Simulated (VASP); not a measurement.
# K (Im-3m) in VASP: notebook

Runs on K. Level: PBE. Tasks: single point, relaxation of cell and atoms.

Everything below comes from runs of VASP 6.6.1. Logs are shortened: lines on timing, memory, paths and dates and some standing lists are left out, and cuts for length are marked.

## Step 1: The cell of the first run

It takes space group Im-3m (No. 229, cubic). The conventional cell has a = 7.352 Å, b = 7.352 Å, c = 7.352 Å, α = 90.00°, β = 90.00°, γ = 90.00°. K (site symmetry 4/mmm) has 4 K at 3.68 Å within 4.8 Å.

## Step 2: Single point, PBE

INCAR

```
PREC = Accurate ; ENCUT = 520
EDIFF = 1E-7 ; ISMEAR = 0
SIGMA = 0.1 ; LREAL = F
LASPH = T ; NELM = 60
ALGO = Normal ; ISIF = 2
LWAVE = F ; LCHARG = T
GGA = PE ; LELF = T
LVHAR = T ; NBANDS = 20
```

KPOINTS

```
Automatic mesh
0
Gamma
  4 4 4
```

POSCAR

```
K
1.0
   -3.6761753600      3.6761753600      3.6761753600
    3.6761753600     -3.6761753600      3.6761753600
    3.6761753600      3.6761753600     -3.6761753600
K
3
Direct
    0.0000000000      0.5000000000      0.5000000000
    0.5000000000      0.0000000000      0.5000000000
    0.5000000000      0.5000000000      0.0000000000
```

Potentials or basis: VASP PAW PBE potentials, release 64 (K_sv).

Launch:

```console
$ cat potpaw_PBE.64/K_sv/POTCAR > POTCAR
$ mpirun -np 1 vasp_std > vasp.out
```

OUTCAR:

```text
PREC = Accurate
   ENCUT = 520
   EDIFF = 1E-7
   ISMEAR = 0
   LREAL = F
   LASPH = T
   NELM = 60
   ISIF = 2
   GGA = PE

 ion  position               nearest neighbor table
   1  0.000  0.500  0.500-   2 3.68   3 3.68   3 3.68   2 3.68
   2  0.500  0.000  0.500-   1 3.68   3 3.68   3 3.68   1 3.68
   3  0.500  0.500  0.000-   1 3.68   2 3.68   2 3.68   1 3.68

  LATTYP: Found a body centered cubic cell.
 ALAT       =     7.3523507200

  Lattice vectors:

 A1 = (  -3.6761753600,   3.6761753600,   3.6761753600)
 A2 = (   3.6761753600,  -3.6761753600,   3.6761753600)
 A3 = (   3.6761753600,   3.6761753600,  -3.6761753600)

Analysis of symmetry for initial positions (statically):
=====================================================================
 Subroutine PRICEL returns:
 Original cell was already a primitive cell.

 Routine SETGRP: Setting up the symmetry group for a
 body centered cubic supercell.

 Subroutine GETGRP returns: Found 48 space group operations
 (whereof 48 operations were pure point group operations)
 out of a pool of 48 trial point group operations.

The static configuration has the point symmetry O_h .

Analysis of symmetry for dynamics (positions and initial velocities):
=====================================================================
 Subroutine PRICEL returns:
 Original cell was already a primitive cell.

 Routine SETGRP: Setting up the symmetry group for a
 body centered cubic supercell.

 Subroutine GETGRP returns: Found 48 space group operations
 (whereof 48 operations were pure point group operations)
 out of a pool of 48 trial point group operations.

The dynamic configuration has the point symmetry O_h .

 Subroutine INISYM returns: Found 48 space group operations
 (whereof 48 operations are pure point group operations),
 and found     1 'primitive' translations

----------------------------------------------------------------------------------------

                                     Primitive cell

  volume of cell :     198.7232

  direct lattice vectors                    reciprocal lattice vectors
    -3.676175360  3.676175360  3.676175360     0.000000000  0.136010922  0.136010922
     3.676175360 -3.676175360  3.676175360     0.136010922  0.000000000  0.136010922
     3.676175360  3.676175360 -3.676175360     0.136010922  0.136010922  0.000000000

  length of vectors
     6.367322501  6.367322501  6.367322501     0.192348490  0.192348490  0.192348490

  position of ions in fractional coordinates (direct lattice)
     0.000000000  0.500000000  0.500000000
     0.500000000  0.000000000  0.500000000
     0.500000000  0.500000000  0.000000000

  ion indices of the primitive-cell ions
   primitive index   ion index
                 1           1
                 2           2
                 3           3

----------------------------------------------------------------------------------------

 KPOINTS: Automatic mesh

Automatic generation of k-mesh.
 Grid dimensions read from file:
 generate k-points for:    4    4    4

 Generating k-lattice:

  Cartesian coordinates                     Fractional coordinates (reciprocal lattice)
     0.000000000  0.034002730  0.034002730     0.250000000  0.000000000  0.000000000
     0.034002730  0.000000000  0.034002730     0.000000000  0.250000000  0.000000000
     0.034002730  0.034002730  0.000000000     0.000000000  0.000000000  0.250000000

  Length of vectors
     0.048087123  0.048087123  0.048087123

  Shift w.r.t. Gamma in fractional coordinates (k-lattice)
     0.000000000  0.000000000  0.000000000

 Subroutine IBZKPT returns following result:
 ===========================================

 Found      8 irreducible k-points:

 Following reciprocal coordinates:
            Coordinates               Weight
  0.000000  0.000000  0.000000      1.000000
  0.250000  0.000000  0.000000     12.000000
  0.500000  0.000000  0.000000      6.000000
  0.250000  0.250000  0.000000     24.000000
  0.250000  0.250000  0.250000      2.000000
 -0.250000  0.250000  0.250000      6.000000
  0.500000  0.500000  0.250000     12.000000
  0.500000  0.500000  0.500000      1.000000
   k-points           NKPTS =      8   k-points in BZ     NKDIM =      8   number of bands    NBANDS=     20
   number of dos      NEDOS =    301   number of ions     NIONS =      3
   total plane-waves  NPLWV = 110592
   dimension x,y,z NGX =    48 NGY =   48 NGZ =   48
   dimension x,y,z NGXF=    96 NGYF=   96 NGZF=   96
   ions per type =               3
   NGX,Y,Z   is equivalent  to a cutoff of  12.53, 12.53, 12.53 a.u.
   NGXF,Y,Z  is equivalent  to a cutoff of  25.06, 25.06, 25.06 a.u.
 SYSTEM =  unknown system
   PREC   = accura    normal or accurate (medium, high low for compatibility)
   ISTART =      0    job   : 0-new  1-cont  2-samecut
   ICHARG =      2    charge: 1-file 2-atom 10-const
   ISPIN  =      1    spin polarized calculation?
   LNONCOLLINEAR =      F non collinear calculations
   LSORBIT =      F    spin-orbit coupling
   LASPH  =      T    aspherical Exc in radial PAW
   ENCUT  =  520.0 eV  38.22 Ry    6.18 a.u.  11.84 11.84 11.84*2*pi/ulx,y,z
   NELM   =     60;   NELMIN=  2; NELMDL= -5     # of ELM steps
   EDIFF  = 0.1E-06   stopping-criterion for ELM
   LREAL  =      F    real-space projection
   EDIFFG = 0.1E-05   stopping-criterion for IOM
   NSW    =      0    number of steps for IOM
   IBRION =     -1    ionic relax: 0-MD 1-quasi-New 2-CG
   NFREE  =      0    steps in history (QN), initial steepest desc. (CG)
   ISIF   =      2    stress and relaxation
   ISYM   =      2    0-nonsym 1-usesym 2-fastsym
   POTIM  = 0.5000    time-step for ionic-motion
   TEBEG  =    0.0;   TEEND  =   0.0 temperature during run
   PSTRESS=    0.0 pullay stress
   NELECT =      27.0000    total number of electrons
   NUPDOWN=      -1.0000    fix difference up-down
   EMIN   =  10.00;   EMAX   =-10.00  energy-range for DOS
   EFERMI =   0.00;   METHOD = LEGACY
   ISMEAR =     0;   SIGMA  =   0.10  broadening in eV -4-tet -1-fermi 0-gaus
   EFERMI_NEDOS =   21; number of points for ismear=-14 and -15
   IALGO  =     38    algorithm
   IMIX   =      4    mixing-type and parameters
     AMIX     =   0.40;   BMIX     =  1.00
     AMIX_MAG =   1.60;   BMIX_MAG =  1.00
  volume/ion in A,a.u.               =      66.24       447.02
  Fermi-wavevector in a.u.,A,eV,Ry     =   0.841614  1.590421  9.637210  0.708315
  Thomas-Fermi vector in A             =   1.956188
   LORBIT       =      0    0 simple, 1 ext, 2 COOP (PROOUT), +10 PAW based schemes
   GGA     = PE    functional components
   LHFCALC =     F    Hartree Fock is set to
   AEXX    =    0.0000 exact exchange contribution
   IVDW    =     0    specifies the selected vdW correction
   LEPSILON=     F    determine dielectric tensor
   LRPA    =     F    only Hartree local field effects (RPA)
 non-spin polarized calculation
 Gauss-broadening in eV      SIGMA  =   0.10
  energy-cutoff  :      520.00
  volume of cell :      198.72
 maximum number of plane-waves:      5425
   NGX = 23   NGY = 23   NGZ = 23

 number of electron      27.0000003 magnetization

 Free energy of the ion-electron system (eV)
  ---------------------------------------------------
  ext. energy  EPLUGINS =         0.00000000
  ---------------------------------------------------
  free energy    TOTEN  =        -2.29188080 eV

  energy without entropy =       -2.26522373  energy(sigma->0) =       -2.27855226

 E-fermi :   0.2946     XC(G=0):  -5.8723

 val. band max:        0.1768309918   @ k =   0.2500   0.2500   0.2500
 cond. band min:       0.3314931647   @ k =   0.2500   0.2500   0.0000
 fundamental gap:      0.1546621728
 Fermi energy:         0.2945678999

 k-point     1 :       0.0000    0.0000    0.0000
  band No.  band energies     occupation
      1     -32.2763      2.00000
      2     -32.2322      2.00000
      3     -32.2322      2.00000
      4     -15.9398      2.00000
      5     -15.9398      2.00000
      6     -15.9398      2.00000
[... 12 lines left out ...]
     19       2.8405      0.00000
     20       3.5798      0.00000

 k-point     2 :       0.2500    0.0000    0.0000
  band No.  band energies     occupation
      1     -32.2706      2.00000
      2     -32.2378      2.00000
      3     -32.2323      2.00000
      4     -15.9406      2.00000
      5     -15.8946      2.00000
      6     -15.8912      2.00000
[... 12 lines left out ...]
     19       2.5505      0.00000
     20       3.4856      0.00000

 k-point     3 :       0.5000    0.0000    0.0000
  band No.  band energies     occupation
      1     -32.2614      2.00000
      2     -32.2470      2.00000
      3     -32.2325      2.00000
      4     -15.9414      2.00000
      5     -15.7875      2.00000
      6     -15.7776      2.00000
[... 12 lines left out ...]
     19       2.9253      0.00000
     20       3.4648      0.00000

 k-point     4 :       0.2500    0.2500    0.0000
  band No.  band energies     occupation
      1     -32.2614      2.00000
      2     -32.2468      2.00000
      3     -32.2325      2.00000
      4     -15.8961      2.00000
      5     -15.8932      2.00000
      6     -15.7816      2.00000
[... 12 lines left out ...]
     19       3.0501      0.00000
     20       3.3325      0.00000

 k-point     5 :       0.2500    0.2500    0.2500
  band No.  band energies     occupation
      1     -32.2470      2.00000
      2     -32.2470      2.00000
      3     -32.2470      2.00000
      4     -15.7831      2.00000
      5     -15.7831      2.00000
      6     -15.7831      2.00000
[... 12 lines left out ...]
     19       3.3949      0.00000
     20       3.7937      0.00000

 k-point     6 :      -0.2500    0.2500    0.2500
  band No.  band energies     occupation
      1     -32.2675      2.00000
      2     -32.2467      2.00000
      3     -32.2266      2.00000
      4     -15.9427      2.00000
      5     -15.9427      2.00000
      6     -15.7859      2.00000
[... 12 lines left out ...]
     19       2.9356      0.00000
     20       3.2164      0.00000

 k-point     7 :       0.5000    0.5000    0.2500
  band No.  band energies     occupation
      1     -32.2612      2.00000
      2     -32.2556      2.00000
      3     -32.2238      2.00000
      4     -15.9447      2.00000
      5     -15.9002      2.00000
      6     -15.8974      2.00000
[... 12 lines left out ...]
     19       2.2373      0.00000
     20       2.9546      0.00000

 k-point     8 :       0.5000    0.5000    0.5000
  band No.  band energies     occupation
      1     -32.2610      2.00000
      2     -32.2610      2.00000
      3     -32.2185      2.00000
      4     -15.9479      2.00000
      5     -15.9479      2.00000
      6     -15.9479      2.00000
[... 12 lines left out ...]
     19       2.8415      0.00000
     20       2.8415      0.00000

------------------------ aborting loop because EDIFF is reached ----------------------------------------

  FORCE on cell =-STRESS in cart. coord.  units (eV):
  Direction    XX          YY          ZZ          XY          YZ          ZX
  --------------------------------------------------------------------------------------
  -------------------------------------------------------------------------------------
  Total        1.5826177      1.5826177      1.5826177      0.0000000      0.0000000      0.0000000
  in kB       12.7596262     12.7596262     12.7596262      0.0000000      0.0000000      0.0000000
  external PRESSURE =      12.7596262 kB  Pullay stress =       0.0000000 kB

 VOLUME and BASIS-vectors are now :
 -----------------------------------------------------------------------------
  energy-cutoff  :      520.00
  volume of cell :      198.72
      direct lattice vectors                 reciprocal lattice vectors
    -3.676175360  3.676175360  3.676175360     0.000000000  0.136010922  0.136010922
     3.676175360 -3.676175360  3.676175360     0.136010922  0.000000000  0.136010922
     3.676175360  3.676175360 -3.676175360     0.136010922  0.136010922  0.000000000

 POSITION                                       TOTAL-FORCE (eV/Angst)
 -----------------------------------------------------------------------------------
      3.67618      0.00000      0.00000         0.000000      0.000000      0.000000
      0.00000      3.67618      0.00000        -0.000000      0.000000     -0.000000
      0.00000      0.00000      3.67618         0.000000     -0.000000      0.000000
 -----------------------------------------------------------------------------------
    total drift:                               -0.000000     -0.000000      0.000000

  FREE ENERGIE OF THE ION-ELECTRON SYSTEM (eV)
  ---------------------------------------------------
  free  energy   TOTEN  =        -2.2918808021 eV

  energy  without entropy=       -2.2652237273  energy(sigma->0) =       -2.27855226
```

Run time: 68 s. Hardware: 1 thread of Oxide Virtual Turin-like, shared host; peak memory 0.27 GiB.

Results:

- Free energy: -2.2919 eV
- Pressure: 1.3 GPa

Levels at points of the mesh, in eV from the Fermi level:
| k point | band 9 | band 10 | band 11 | band 12 | band 13 | band 14 | band 15 | band 16 | band 17 | band 18 |
| --- | --- | --- | --- | --- | --- | --- | --- | --- | --- | --- |
| (0.00, 0.00, 0.00) | -15.98 | -15.89 | -15.89 | -15.89 | -2.44 | 1.10 | 1.10 | 1.10 | 2.54 | 2.55 |
| (0.50, 0.00, 0.00) | -15.97 | -15.97 | -15.96 | -15.90 | -1.04 | -0.78 | 0.93 | 1.31 | 1.87 | 1.98 |
| (0.50, 0.50, 0.50) | -15.97 | -15.90 | -15.90 | -15.90 | 0.25 | 0.25 | 0.49 | 0.49 | 0.49 | 0.54 |

(Continued in part 2 of 2.)
